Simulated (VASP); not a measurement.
# KBr (Pm-3m) in VASP: further runs

KBr is run at these levels: LDA; tasks: vibrations by perturbation theory.

Program: VASP 6.6.1. These are calculated values, not measurements. Logs are shortened: lines on timing, memory, paths and dates and some standing lists are left out, and cuts for length are marked.

### 1 The cell of the first run

The structure is cubic, space group Pm-3m (No. 221). Conventional cell: a = 3.571 Å, b = 3.571 Å, c = 3.571 Å, α = 90.00°, β = 90.00°, γ = 90.00°. Within 4.1 Å of K (site symmetry m-3m) lie 8 Br at 3.09 Å and 6 K at 3.57 Å. Within 4.1 Å of Br (site symmetry m-3m) lie 8 K at 3.09 Å and 6 Br at 3.57 Å.

### 2 Vibrations by perturbation theory, LDA

Input file INCAR:

```
SYSTEM = KBr
PREC = Accurate ; ENCUT = 520
EDIFF = 1E-8 ; ISMEAR = 0
SIGMA = 0.01 ; LREAL = .False.
LASPH = .True. ; NELM = 60
ALGO = Normal ; ISIF = 2
LWAVE = .False. ; LCHARG = .False.
GGA = CA ; NBANDS = 15
IBRION = 8 ; NSW = 1
LEPSILON = .True.
```

Input file KPOINTS:

```
regular mesh
0
Gamma
  6 6 6
  0 0 0
```

Input file POSCAR:

```
KBr
1.0
    3.5714000000      0.0000000000      0.0000000000
    0.0000000000      3.5714000000      0.0000000000
    0.0000000000      0.0000000000      3.5714000000
K Br
1 1
Direct
    0.0000000000      0.0000000000      0.0000000000
    0.5000000000      0.5000000000      0.5000000000
```

Potentials or basis: VASP PAW LDA potentials, release 64 (K_sv, Br).

The run is started by

```sh
cat potpaw_LDA.64/K_sv/POTCAR potpaw_LDA.64/Br/POTCAR > POTCAR
mpirun -np 1 vasp_std > vasp.out
```

OUTCAR:

```text
SYSTEM = KBr
   PREC = Accurate
   ENCUT = 520
   EDIFF = 1E-8
   ISMEAR = 0
   LREAL = .False.
   LASPH = .True.
   NELM = 60
   ISIF = 2
   GGA = CA
   IBRION = 8
   NSW = 1
   LEPSILON = .True.

 ion  position               nearest neighbor table
   1  0.000  0.000  0.000-   2 3.09   2 3.09   2 3.09   2 3.09   2 3.09   2 3.09   2 3.09   2 3.09

   2  0.500  0.500  0.500-   1 3.09   1 3.09   1 3.09   1 3.09   1 3.09   1 3.09   1 3.09   1 3.09

  LATTYP: Found a simple cubic cell.
 ALAT       =     3.5714000000

  Lattice vectors:

 A1 = (   3.5714000000,   0.0000000000,   0.0000000000)
 A2 = (   0.0000000000,   3.5714000000,   0.0000000000)
 A3 = (   0.0000000000,   0.0000000000,   3.5714000000)

Analysis of symmetry for initial positions (statically):
=====================================================================
 Subroutine PRICEL returns:
 Original cell was already a primitive cell.

 Routine SETGRP: Setting up the symmetry group for a
 simple cubic supercell.

 Subroutine GETGRP returns: Found 48 space group operations
 (whereof 48 operations were pure point group operations)
 out of a pool of 48 trial point group operations.

The static configuration has the point symmetry O_h .

Analysis of symmetry for dynamics (positions and initial velocities):
=====================================================================
 Subroutine PRICEL returns:
 Original cell was already a primitive cell.

 Routine SETGRP: Setting up the symmetry group for a
 simple cubic supercell.

 Subroutine GETGRP returns: Found 48 space group operations
 (whereof 48 operations were pure point group operations)
 out of a pool of 48 trial point group operations.

The dynamic configuration has the point symmetry O_h .

 Subroutine INISYM returns: Found 48 space group operations
 (whereof 48 operations are pure point group operations),
 and found     1 'primitive' translations

----------------------------------------------------------------------------------------

                                     Primitive cell

  volume of cell :      45.5528

  direct lattice vectors                    reciprocal lattice vectors
     3.571400000  0.000000000  0.000000000     0.280002240  0.000000000  0.000000000
     0.000000000  3.571400000  0.000000000     0.000000000  0.280002240  0.000000000
     0.000000000  0.000000000  3.571400000     0.000000000  0.000000000  0.280002240

  length of vectors
     3.571400000  3.571400000  3.571400000     0.280002240  0.280002240  0.280002240

  position of ions in fractional coordinates (direct lattice)
     0.000000000  0.000000000  0.000000000
     0.500000000  0.500000000  0.500000000

  ion indices of the primitive-cell ions
   primitive index   ion index
                 1           1
                 2           2

----------------------------------------------------------------------------------------

 KPOINTS: regular mesh

Automatic generation of k-mesh.
 Grid dimensions read from file:
 generate k-points for:    6    6    6

 Generating k-lattice:

[... 502 lines left out ...]

 Free energy of the ion-electron system (eV)
  ---------------------------------------------------
  ---------------------------------------------------
  free energy    TOTEN  =        -0.34754295 eV

  energy without entropy =       -0.34754295

------------------------ aborting loop because EDIFF is reached ----------------------------------------

--------------------------------------- Ionic step        2  -------------------------------------------

------------------------ aborting loop because EDIFF is reached ----------------------------------------

--------------------------------------- Ionic step        3  -------------------------------------------

------------------------ aborting loop because EDIFF is reached ----------------------------------------

 PIEZOELECTRIC TENSOR FIELD DIRECTION 3  (e Angst)
 -----------------------------------------------------------------------------
     0.00001  0.00000 -0.00000           (  0.00000  0.00000 -0.00000)
     0.00000  0.00001  0.00000           (  0.00000  0.00000  0.00000)
    -0.00000  0.00000 -0.00143           ( -0.00000  0.00000  0.00001)

 PIEZOELECTRIC TENSOR FIELD DIRECTION 3  (C/m^2)
 -----------------------------------------------------------------------------
     0.00000  0.00000 -0.00000
     0.00000  0.00000  0.00000
    -0.00000  0.00000 -0.00050

--------------------------------------- Ionic step        4  -------------------------------------------

------------------------ aborting loop because EDIFF is reached ----------------------------------------

[... ionic steps 5 to 6 ...]

--------------------------------------- Ionic step        7  -------------------------------------------

 Free energy of the ion-electron system (eV)
  ---------------------------------------------------
  ---------------------------------------------------
  free energy    TOTEN  =        -0.13946749 eV

  energy without entropy =       -0.13946749

------------------------ aborting loop because EDIFF is reached ----------------------------------------

 INTERNAL STRAIN TENSOR  FOR ION    2  DIRECTION 1   (eV/Angst):
 -----------------------------------------------------------------------------
    -0.00091 -0.00000  0.00000
     0.00000  0.01620  0.00000
     0.00000  0.00000  0.01620

 MACROSCOPIC STATIC DIELECTRIC TENSOR (including local field effects in DFT)
 ------------------------------------------------------
           3.544572    -0.000000    -0.000000
           0.000000     3.544572     0.000000
          -0.000000     0.000000     3.544572
 ------------------------------------------------------

 PIEZOELECTRIC TENSOR (including local field effects)  for field in x, y, z        (e  Angst)
          XX          YY          ZZ          XY          YZ          ZX
  --------------------------------------------------------------------------------
  x     0.00000     0.00000     0.00000     0.00000     0.00000     0.00000
  y     0.00000     0.00000     0.00000     0.00000     0.00000     0.00000
  z     0.00000     0.00000     0.00000     0.00000     0.00000     0.00000

 PIEZOELECTRIC TENSOR (including local field effects)  for field in x, y, z        (C/m^2)
          XX          YY          ZZ          XY          YZ          ZX
  --------------------------------------------------------------------------------
  x     0.00000     0.00000     0.00000     0.00000     0.00000     0.00000
  y     0.00000     0.00000     0.00000     0.00000     0.00000     0.00000
  z     0.00000     0.00000     0.00000     0.00000     0.00000     0.00000

 BORN EFFECTIVE CHARGES (including local field effects) (in |e|, cummulative output)
 ---------------------------------------------------------------------------------
 ion    1
    1     1.16736     0.00000    -0.00000
    2     0.00000     1.16736     0.00000
    3    -0.00000     0.00000     1.16736
 ion    2
    1    -1.16736    -0.00000     0.00000
    2     0.00000    -1.16736     0.00000
    3     0.00000    -0.00000    -1.16736

 INTERNAL STRAIN TENSOR FOR ION    2 for displacements in x,y,z  (eV/Angst):
          X           Y           Z          XY          YZ          ZX
  --------------------------------------------------------------------------------
  x     0.00000     0.00000     0.00000     0.00000     0.00000     0.00000
  y     0.00000     0.00000     0.00000     0.00000     0.00000     0.00000
  z     0.00000     0.00000     0.00000     0.00000     0.00000     0.00000

 SECOND DERIVATIVES (NOT SYMMETRIZED)
 ------------------------------------
               1X          1Y          1Z          2X          2Y          2Z
  1X    -3.026723   -0.000000    0.000000    3.026723    0.000000   -0.000000
  1Y     0.000000   -3.026723    0.000000   -0.000000    3.026723   -0.000000
  1Z    -0.000000    0.000000   -3.026723    0.000000   -0.000000    3.026723
  2X     3.033993    0.000000    0.000000   -3.033993   -0.000000    0.000000
  2Y     0.000000    3.033993   -0.000000   -0.000000   -3.033993    0.000000
  2Z     0.000000    0.000000    3.033993   -0.000000    0.000000   -3.033993

 Eigenvectors and eigenvalues of the dynamical matrix
 ----------------------------------------------------

   1 f  =    5.310361 THz    33.365981 2PiTHz  177.134570 cm-1    21.961878 meV
             X         Y         Z           dx          dy          dz
      0.000000  0.000000  0.000000     0.000000   -0.000000    0.819098
      1.785700  1.785700  1.785700    -0.000000   -0.000000   -0.573654
[... 21 lines left out ...]
   6 f/i=    0.002993 THz     0.018807 2PiTHz    0.099843 cm-1     0.012379 meV
             X         Y         Z           dx          dy          dz
      0.000000  0.000000  0.000000     0.019262   -0.546471    0.173427
      1.785700  1.785700  1.785700     0.027503   -0.780285    0.247630

--------------------------------------------------------------------------------------------------------

 MACROSCOPIC STATIC DIELECTRIC TENSOR IONIC CONTRIBUTION
 ------------------------------------------------------
           1.786343     0.000000    -0.000000
           0.000000     1.786343     0.000000
          -0.000000     0.000000     1.786343
 ------------------------------------------------------

 ELASTIC MODULI CONTR FROM IONIC RELAXATION (kBar)
 Direction    XX          YY          ZZ          XY          YZ          ZX
 --------------------------------------------------------------------------------
 XX           0.0000      0.0000      0.0000      0.0000      0.0000      0.0000
 YY           0.0000      0.0000      0.0000      0.0000      0.0000      0.0000
 ZZ           0.0000      0.0000      0.0000      0.0000      0.0000      0.0000
 XY           0.0000      0.0000      0.0000      0.0000      0.0000      0.0000
 YZ           0.0000      0.0000      0.0000      0.0000      0.0000      0.0000
 ZX           0.0000      0.0000      0.0000      0.0000      0.0000      0.0000
 --------------------------------------------------------------------------------

 PIEZOELECTRIC TENSOR IONIC CONTR  for field in x, y, z        (C/m^2)
          XX          YY          ZZ          XY          YZ          ZX
  --------------------------------------------------------------------------------
  x     0.00000     0.00000     0.00000     0.00000     0.00000     0.00000
  y     0.00000     0.00000     0.00000     0.00000     0.00000     0.00000
  z     0.00000     0.00000     0.00000     0.00000     0.00000     0.00000
```

It took 4.3 min on 1 thread of AMD EPYC 7R13 (Zen 3), shared host; peak memory 0.18 GiB.

What came out:

```yaml
Electronic_dielectric_tensor_diagonal: 3.54
Born_charges_mean_of_the_diagonal: K +1.17; Br -1.17 e
Highest_phonon_frequency_at_Γ_LO-TO_splitting_left_out: 177 cm⁻¹
```

Phonon frequencies in cm⁻¹ (negative: imaginary):
| q point | frequencies |
| --- | --- |
| (0.000, 0.000, 0.000) | 0 0 0 177 177 177 |

Electronic dielectric tensor:
```
3.54 0.00 0.00
0.00 3.54 0.00
0.00 0.00 3.54
```

Born effective charge tensors (e):
atom 1, K
```
1.17 0.00 0.00
0.00 1.17 0.00
0.00 0.00 1.17
```
atom 2, Br
```
-1.17  0.00  0.00
 0.00 -1.17  0.00
 0.00  0.00 -1.17
```

Caveat: the cell stands under pressure or tension, which shifts response properties.

[end of part 1 of 2]
